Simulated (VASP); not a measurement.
Wanted: the native input for a VASP 6.6.1 run.

```
Task                   : relaxation of cell and atoms
Functional             : PBE
Potentials or basis    : VASP PAW PBE potentials, release 64 (In_d)
Cutoff                 : 600 eV
k mesh                 : 13 × 13 × 13
Occupations            : fermi-dirac, width 0.05 eV
Spin                   : no spin polarisation
Dipole correction      : no
Further INCAR settings : ALGO = Normal; EDIFF = 1e-06; IBRION = 2; EDIFFG = -0.005; NSW = 45; ISIF = 3
```

The structure of In lies in POSCAR:

```
In
1.0
    3.0946248357      0.0000000000      0.0000000000
    0.0000000000      3.0946248357      0.0000000000
    0.0000000000      0.0000000000      3.0946248357
In
1
Direct
    0.0000000000      0.0000000000      0.0000000000
```

One way to write it, as run:

INCAR

```
ALGO = Normal
EDIFF = 1E-6
EDIFFG = -0.005
ENCUT = 600
GGA = PE
IBRION = 2
ISIF = 3
ISMEAR = -1
LASPH = True
LCHARG = False
LREAL = False
LWAVE = False
NELM = 80
NSW = 45
PREC = Accurate
SIGMA = 0.05
```

KPOINTS

```
k-points
0
Gamma
  13 13 13
```

Potentials or basis: VASP PAW PBE potentials, release 64 (In_d).

Run with:

```bash
$ cat potpaw_PBE.64/In_d/POTCAR > POTCAR
$ mpirun -np 1 vasp_std > vasp.out
```

It gave:

| Property | Result |
| --- | --- |
| Pressure after relaxing | 0.0 GPa |

Caveat: the relaxation stopped at its first step, so nothing moved.

It took 9.7 s on 1 thread of Intel(R) Xeon(R) 6975P-C (Granite Rapids) (shared host), peak memory 0.17 GiB.
